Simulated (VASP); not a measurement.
BN: single point with r2SCAN

The system is BN.

```
CELL_PARAMETERS angstrom
0.00000 1.84022 1.84022
1.84022 0.00000 1.84022
1.84022 1.84022 0.00000
ATOMIC_POSITIONS crystal
B 0.00000 0.00000 0.00000
N 0.25000 0.25000 0.25000
```

This cell differs from its parent crystal: volume changed by +6%.

* Program: VASP 6.6.1
* Task: single point
* Functional: r2SCAN
* Potentials or basis: VASP PAW PBE potentials, release 64 (B, N)
* Cutoff: 520 eV
* k mesh: 10 × 10 × 10
* Occupations: gaussian, width 0.01 eV
* Spin: no spin polarisation
* Dipole correction: no
* Further INCAR settings: ALGO = Normal; EDIFF = 1e-06; NBANDS = 11

* Pressure: -19.6 GPa
* Band gap on the k mesh: 4.91 eV, indirect (least direct gap 9.26 eV)

Levels at points of the mesh, in eV from the valence-band top:
| k point | band 1 | band 2 | band 3 | band 4 | band 5 | band 6 | band 7 | band 8 | band 9 |
| --- | --- | --- | --- | --- | --- | --- | --- | --- | --- |
| (0.00, 0.00, 0.00) | -20.68 | 0.00 | 0.00 | 0.00 | 9.26 | 9.26 | 9.26 | 10.15 | 25.09 |
| (0.50, 0.00, 0.00) | -16.64 | -10.59 | -1.91 | -1.91 | 10.07 | 11.16 | 11.16 | 15.82 | 24.07 |
| (0.50, 0.50, 0.00) | -15.30 | -8.97 | -4.83 | -4.83 | 4.91 | 9.49 | 18.41 | 18.41 | 21.25 |

It took 20 s on 1 thread of Intel(R) Xeon(R) Platinum 8488C (Sapphire Rapids), on a shared host, peak memory 0.12 GiB.

Caveat: the PAW data sets were made with another functional, which shifts forces and pressure a little. A k mesh can miss the band edges.
